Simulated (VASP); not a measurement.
Runs of VASP 6.6.1 on Al2Cu (Khatyrkite). The structure is that of space group I4/mcm (No. 140), or close to it. The cells are those of the table. 

```csv
level,potentials or basis,cell,k mesh,gap on the mesh (eV),pressure (GPa),largest force (eV/Å)
LDA,"VASP PAW LDA potentials, release 64 (Cu, Al)","a = 4.831 Å, angles 104.2, 104.2, 120.6°, 6 atoms",7 × 7 × 7,none,0.3,-
PBEsol,"VASP PAW PBE potentials, release 64 (Cu, Al)","a = 5.031 Å, angles 104.1, 104.1, 120.8°, 6 atoms",7 × 7 × 7,none,-8.0,0.09
PBEsol,"VASP PAW PBE potentials, release 64 (Cu, Al)","a = 4.967 Å, angles 104.1, 104.1, 120.8°, 6 atoms",7 × 7 × 7,none,-5.0,0.07
PBEsol,"VASP PAW PBE potentials, release 64 (Cu, Al)","a = 4.860, b = 4.860, c = 5.009 Å, angles 104.1, 104.1, 119.8°, 6 atoms",6 × 6 × 6,none,-3.2,0.24
PBEsol,"VASP PAW PBE potentials, release 64 (Cu, Al)","a = 4.878 Å, angles 104.2, 104.2, 120.7°, 6 atoms",7 × 7 × 7,none,0.2,-
PBEsol,"VASP PAW PBE potentials, release 64 (Cu, Al)","a = 5.000 Å, angles 104.1, 104.1, 120.8°, 6 atoms",7 × 7 × 7,none,-6.6,(b)
PBE,"VASP PAW PBE potentials, release 64 (Cu, Al)","a = 4.834 Å, angles 104.1, 104.1, 120.8°, 6 atoms",7 × 7 × 7,none,6.9,0.04
PBEsol,"VASP PAW PBE potentials, release 64 (Cu, Al)","a = 4.935 Å, angles 104.1, 104.1, 120.8°, 6 atoms",7 × 7 × 7,none,-3.3,0.07
PBEsol,"VASP PAW PBE potentials, release 64 (Cu, Al)","a = 4.897, b = 4.897, c = 4.972 Å, angles 104.1, 104.1, 120.3°, 6 atoms",6 × 6 × 6,none,(a),0.16
PBEsol,"VASP PAW PBE potentials, release 64 (Cu, Al)","a = 4.902 Å, angles 104.1, 104.1, 120.8°, 6 atoms",7 × 7 × 7,none,-1.3,0.06
PBEsol,"VASP PAW PBE potentials, release 64 (Cu, Al)","a = 4.834 Å, angles 104.1, 104.1, 120.8°, 6 atoms",7 × 7 × 7,none,3.5,0.03
PBE,"VASP PAW PBE potentials, release 64 (Cu, Al)","a = 4.902 Å, angles 104.1, 104.1, 120.8°, 6 atoms",7 × 7 × 7,none,2.0,0.01
```

Alike in all rows: task single point; no spin polarisation; cutoff (eV) 520; smearing fermi-dirac 0.05 eV.

Problem. Estimate the missing entries.

Solution. (a) -3.1; (b) 0.08.

Caveats: the PAW data sets were made with another functional, which shifts forces and pressure a little (some runs).

A gap of «none» marks levels without a gap at the run's occupations.
